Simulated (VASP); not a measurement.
# MgO (kscan) (Fm-3m) in VASP: single point with r2SCAN

Aim: the single point of MgO (kscan) with r2SCAN.

Program: VASP 6.6.1. These are calculated values, not measurements. Logs are shortened: lines on timing, memory, paths and dates and some standing lists are left out, and cuts for length are marked.

**What was measured.**

From “Electronic structure of alkaline earth and post-transition metal oxides”, 2009, arxiv:0908.1581, for a bulk crystal of MgO: band gap 7.83 eV.

How close the calculation comes is told below.

## Step 1: The cell of the first run

Symmetry: Fm-3m, No. 225, cubic system. The conventional cell has a = 4.208 Å, b = 4.208 Å, c = 4.208 Å, α = 90.00°, β = 90.00°, γ = 90.00°. Mg (site symmetry m-3m) has 6 O at 2.10 Å within 2.8 Å. Within 2.8 Å of O (site symmetry m-3m) lie 6 Mg at 2.10 Å.

## Step 2: Single point, r2SCAN

The input, POSCAR:

```
MgO
1.0
    0.0000000000      2.1037650697      2.1037650697
    2.1037650697      0.0000000000      2.1037650697
    2.1037650697      2.1037650697      0.0000000000
Mg O
1 1
Direct
    0.0000000000      0.0000000000      0.0000000000
    0.5000000000      0.5000000000      0.5000000000
```

The input, INCAR.step1:

```
PREC = Accurate
ENCUT = 520
ISMEAR = 0
SIGMA = 0.02
LREAL = False
LASPH = True
NELM = 60
NBANDS = 11
GGA = PE
ALGO = Normal
EDIFF = 1E-4
LWAVE = True
LCHARG = False
```

The input, INCAR.step2:

```
PREC = Accurate
ENCUT = 520
EDIFF = 1E-7
ISMEAR = 0
SIGMA = 0.02
LREAL = False
LASPH = True
NELM = 60
ALGO = Normal
ISIF = 2
LWAVE = False
LCHARG = False
METAGGA = R2SCAN
LMIXTAU = True
NBANDS = 11
ISTART = 1
```

The input, KPOINTS:

```
Automatic mesh
0
Gamma
  10 10 10
```

Potentials or basis: VASP PAW PBE potentials, release 64 (Mg, O).

On the command line:

```bash
> cat potpaw_PBE.64/Mg/POTCAR potpaw_PBE.64/O/POTCAR > POTCAR
> cp INCAR.step1 INCAR
> mpirun -np 1 vasp_std > vasp.out
> cp INCAR.step2 INCAR
> mpirun -np 1 vasp_std > vasp.out
```

OUTCAR:

```text
PREC = Accurate
   ENCUT = 520
   EDIFF = 1E-7
   ISMEAR = 0
   LREAL = False
   LASPH = True
   NELM = 60
   ISIF = 2
   METAGGA = R2SCAN
   ISTART = 1

 ion  position               nearest neighbor table
   1  0.000  0.000  0.000-   2 2.10   2 2.10   2 2.10   2 2.10   2 2.10   2 2.10
   2  0.500  0.500  0.500-   1 2.10   1 2.10   1 2.10   1 2.10   1 2.10   1 2.10

  LATTYP: Found a face centered cubic cell.
 ALAT       =     4.2075301394

  Lattice vectors:

 A1 = (   0.0000000000,   2.1037650697,   2.1037650697)
 A2 = (   2.1037650697,   0.0000000000,   2.1037650697)
 A3 = (   2.1037650697,   2.1037650697,   0.0000000000)

Analysis of symmetry for initial positions (statically):
=====================================================================
 Subroutine PRICEL returns:
 Original cell was already a primitive cell.

 Routine SETGRP: Setting up the symmetry group for a
 face centered cubic supercell.

 Subroutine GETGRP returns: Found 48 space group operations
 (whereof 48 operations were pure point group operations)
 out of a pool of 48 trial point group operations.

The static configuration has the point symmetry O_h .

Analysis of symmetry for dynamics (positions and initial velocities):
=====================================================================
 Subroutine PRICEL returns:
 Original cell was already a primitive cell.

 Routine SETGRP: Setting up the symmetry group for a
 face centered cubic supercell.

 Subroutine GETGRP returns: Found 48 space group operations
 (whereof 48 operations were pure point group operations)
 out of a pool of 48 trial point group operations.

The dynamic configuration has the point symmetry O_h .

 Subroutine INISYM returns: Found 48 space group operations
 (whereof 48 operations are pure point group operations),
 and found     1 'primitive' translations

----------------------------------------------------------------------------------------

                                     Primitive cell

  volume of cell :      18.6218

  direct lattice vectors                    reciprocal lattice vectors
     0.000000000  2.103765070  2.103765070    -0.237669123  0.237669123  0.237669123
     2.103765070  0.000000000  2.103765070     0.237669123 -0.237669123  0.237669123
     2.103765070  2.103765070  0.000000000     0.237669123  0.237669123 -0.237669123

  length of vectors
     2.975173094  2.975173094  2.975173094     0.411654997  0.411654997  0.411654997

  position of ions in fractional coordinates (direct lattice)
     0.000000000  0.000000000  0.000000000
     0.500000000  0.500000000  0.500000000

  ion indices of the primitive-cell ions
   primitive index   ion index
                 1           1
                 2           2

----------------------------------------------------------------------------------------

 KPOINTS: Automatic mesh

Automatic generation of k-mesh.
 Grid dimensions read from file:
 generate k-points for:   10   10   10

 Generating k-lattice:

  Cartesian coordinates                     Fractional coordinates (reciprocal lattice)
    -0.023766912  0.023766912  0.023766912     0.100000000  0.000000000  0.000000000
     0.023766912 -0.023766912  0.023766912     0.000000000  0.100000000  0.000000000
     0.023766912  0.023766912 -0.023766912     0.000000000  0.000000000  0.100000000

  Length of vectors
     0.041165500  0.041165500  0.041165500

  Shift w.r.t. Gamma in fractional coordinates (k-lattice)
     0.000000000  0.000000000  0.000000000

 Subroutine IBZKPT returns following result:
 ===========================================

 Found     47 irreducible k-points:

 Following reciprocal coordinates:
            Coordinates               Weight
  0.000000  0.000000  0.000000      1.000000
  0.100000  0.000000  0.000000      8.000000
  0.200000  0.000000  0.000000      8.000000
  0.300000  0.000000  0.000000      8.000000
  0.400000  0.000000  0.000000      8.000000
  0.500000  0.000000  0.000000      4.000000
[... 16 lines left out ...]
  0.300000  0.300000  0.000000      6.000000
  0.400000  0.300000  0.000000     24.000000
 [... further k-points ...]
   k-points           NKPTS =     47   k-points in BZ     NKDIM =     47   number of bands    NBANDS=     11
   number of dos      NEDOS =    301   number of ions     NIONS =      2
   total plane-waves  NPLWV =  13824
   dimension x,y,z NGX =    24 NGY =   24 NGZ =   24
   dimension x,y,z NGXF=    48 NGYF=   48 NGZF=   48
   ions per type =               1   1
   NGX,Y,Z   is equivalent  to a cutoff of  13.41, 13.41, 13.41 a.u.
   NGXF,Y,Z  is equivalent  to a cutoff of  26.82, 26.82, 26.82 a.u.
 SYSTEM =  unknown system
   PREC   = accura    normal or accurate (medium, high low for compatibility)
   ISTART =      1    job   : 0-new  1-cont  2-samecut
   ICHARG =      0    charge: 1-file 2-atom 10-const
   ISPIN  =      1    spin polarized calculation?
   LNONCOLLINEAR =      F non collinear calculations
   LSORBIT =      F    spin-orbit coupling
   LASPH  =      T    aspherical Exc in radial PAW
   ENCUT  =  520.0 eV  38.22 Ry    6.18 a.u.   5.53  5.53  5.53*2*pi/ulx,y,z
   NELM   =     60;   NELMIN=  2; NELMDL=  0     # of ELM steps
   EDIFF  = 0.1E-06   stopping-criterion for ELM
   LREAL  =      F    real-space projection
   EDIFFG = 0.1E-05   stopping-criterion for IOM
   NSW    =      0    number of steps for IOM
   IBRION =     -1    ionic relax: 0-MD 1-quasi-New 2-CG
   NFREE  =      0    steps in history (QN), initial steepest desc. (CG)
   ISIF   =      2    stress and relaxation
   ISYM   =      2    0-nonsym 1-usesym 2-fastsym
   POTIM  = 0.5000    time-step for ionic-motion
   TEBEG  =    0.0;   TEEND  =   0.0 temperature during run
   PSTRESS=    0.0 pullay stress
   NELECT =       8.0000    total number of electrons
   NUPDOWN=      -1.0000    fix difference up-down
   EMIN   =  10.00;   EMAX   =-10.00  energy-range for DOS
   EFERMI =   0.00;   METHOD = LEGACY
   ISMEAR =     0;   SIGMA  =   0.02  broadening in eV -4-tet -1-fermi 0-gaus
   EFERMI_NEDOS =   21; number of points for ismear=-14 and -15
   IALGO  =     38    algorithm
   IMIX   =      4    mixing-type and parameters
     AMIX     =   0.40;   BMIX     =  1.00
     AMIX_MAG =   1.60;   BMIX_MAG =  1.00
  volume/ion in A,a.u.               =       9.31        62.83
  Fermi-wavevector in a.u.,A,eV,Ry     =   1.235277  2.334335 20.761246  1.525909
  Thomas-Fermi vector in A             =   2.369933
   LORBIT       =      0    0 simple, 1 ext, 2 COOP (PROOUT), +10 PAW based schemes
   METAGGA = R2SCAN    functional components
   LHFCALC =     F    Hartree Fock is set to
   AEXX    =    0.0000 exact exchange contribution
   IVDW    =     0    specifies the selected vdW correction
   LEPSILON=     F    determine dielectric tensor
   LRPA    =     F    only Hartree local field effects (RPA)
 non-spin polarized calculation
 Gauss-broadening in eV      SIGMA  =   0.02
  energy-cutoff  :      520.00
  volume of cell :       18.62
 maximum number of plane-waves:       531
 NGX is ok and might be reduce to    24
   NGX = 11   NGY = 11   NGZ = 11

 number of electron       8.0000005 magnetization

 Free energy of the ion-electron system (eV)
  ---------------------------------------------------
  ext. energy  EPLUGINS =         0.00000000
  ---------------------------------------------------
  free energy    TOTEN  =       -16.16083467 eV

  energy without entropy =      -16.16083467  energy(sigma->0) =      -16.16083467

 E-fermi :   2.9429     XC(G=0): -11.6116

 val. band max:        2.7995848740   @ k =   0.0000   0.0000   0.0000
 cond. band min:       8.4363627578   @ k =   0.0000   0.0000   0.0000
 fundamental gap:      5.6367778838
 Fermi energy:         2.9428839779

 k-point     1 :       0.0000    0.0000    0.0000
  band No.  band energies     occupation
      1     -15.4176      2.00000
      2       2.7996      2.00000
      3       2.7996      2.00000
      4       2.7996      2.00000
      5       8.4364      0.00000
      6      19.6520      0.00000
      7      19.6520      0.00000
      8      19.6520      0.00000
      9      23.8068      0.00000
     10      25.5777      0.00000
     11      25.5777      0.00000

 k-point     2 :       0.1000    0.0000    0.0000
  band No.  band energies     occupation
      1     -15.3129      2.00000
      2       2.1701      2.00000
      3       2.7298      2.00000
      4       2.7298      2.00000
      5       9.0513      0.00000
      6      18.4091      0.00000
      7      19.9058      0.00000
      8      19.9058      0.00000
      9      24.8635      0.00000
     10      24.8635      0.00000
     11      25.5050      0.00000

 k-point     3 :       0.2000    0.0000    0.0000
  band No.  band energies     occupation
      1     -15.0265      2.00000
      2       0.8513      2.00000
      3       2.5529      2.00000
      4       2.5529      2.00000
      5      10.2644      0.00000
      6      16.9000      0.00000
      7      20.4260      0.00000
      8      20.4260      0.00000
      9      24.1675      0.00000
     10      24.1675      0.00000
     11      26.5793      0.00000

 k-point     4 :       0.3000    0.0000    0.0000
  band No.  band energies     occupation
      1     -14.6422      2.00000
      2      -0.4870      2.00000
      3       2.3446      2.00000
      4       2.3446      2.00000
      5      11.2231      0.00000
      6      16.2599      0.00000
      7      20.5750      0.00000
      8      20.5750      0.00000
      9      24.6459      0.00000
     10      24.6459      0.00000
     11      25.9907      0.00000
[... 239 lines left out ...]
 k-point    22 :      -0.2000    0.2000    0.0000
  band No.  band energies     occupation
      1     -14.5283      2.00000
      2      -0.2894      2.00000
      3       1.4535      2.00000
      4       2.3390      2.00000
      5      12.2168      0.00000
      6      15.7459      0.00000
      7      19.1180      0.00000
      8      21.8516      0.00000
      9      22.4201      0.00000
     10      25.5781      0.00000
     11      29.2388      0.00000

 k-point    23 :       0.3000    0.3000    0.0000
  band No.  band energies     occupation
      1     -14.4450      2.00000
      2      -0.3535      2.00000
      3       1.8425      2.00000
      4       1.8425      2.00000
      5      12.6703      0.00000
      6      14.1831      0.00000
      7      18.4489      0.00000
      8      22.0349      0.00000
      9      22.0349      0.00000
     10      28.3239      0.00000
     11      31.8312      0.00000

 k-point    24 :       0.4000    0.3000    0.0000
  band No.  band energies     occupation
      1     -14.2046      2.00000
      2      -0.7887      2.00000
      3       1.4764      2.00000
      4       1.6908      2.00000
      5      13.4102      0.00000
      6      13.9534      0.00000
      7      17.6070      0.00000
      8      22.3147      0.00000
      9      22.5376      0.00000
     10      29.1258      0.00000
     11      31.3428      0.00000

 [... further k-points ...]
[... 5 lines left out ...]
  --------------------------------------------------------------------------------------
  -------------------------------------------------------------------------------------
  Total       -0.1759600     -0.1759600     -0.1759600     -0.0000000      0.0000000      0.0000000
  in kB      -15.1391983    -15.1391983    -15.1391983     -0.0000000      0.0000000      0.0000000
  external PRESSURE =     -15.1391983 kB  Pullay stress =       0.0000000 kB

 VOLUME and BASIS-vectors are now :
 -----------------------------------------------------------------------------
  energy-cutoff  :      520.00
  volume of cell :       18.62
      direct lattice vectors                 reciprocal lattice vectors
     0.000000000  2.103765070  2.103765070    -0.237669123  0.237669123  0.237669123
     2.103765070  0.000000000  2.103765070     0.237669123 -0.237669123  0.237669123
     2.103765070  2.103765070  0.000000000     0.237669123  0.237669123 -0.237669123

 POSITION                                       TOTAL-FORCE (eV/Angst)
 -----------------------------------------------------------------------------------
      0.00000      0.00000      0.00000        -0.000000     -0.000000      0.000000
      2.10377      2.10377      2.10377         0.000000      0.000000     -0.000000
 -----------------------------------------------------------------------------------
    total drift:                               -0.000000     -0.000000      0.000000

  FREE ENERGIE OF THE ION-ELECTRON SYSTEM (eV)
  ---------------------------------------------------
  free  energy   TOTEN  =       -16.1608346742 eV

  energy  without entropy=      -16.1608346742  energy(sigma->0) =      -16.16083467
```

Run time: 81 s. Hardware: 1 thread of AMD EPYC 7R43 (Zen 3), shared host; peak memory 0.1 GiB.

Results:

```yaml
Free_energy: -16.1608 eV
Pressure: -1.5 GPa
Band_gap_on_the_k_mesh: 5.64 eV, direct
```

Caveat: the PAW data sets were made with another functional, which shifts forces and pressure a little.

## Step 3: Against experiment

Step 2. Against the measured gap of MgO, 7.83 eV (quoted in “Electronic structure of alkaline earth and post-transition metal oxides”, 2009, arxiv:0908.1581), the calculated 5.64 eV is off by -2.19 eV. The value is that of r2SCAN, without temperature or zero-point motion.
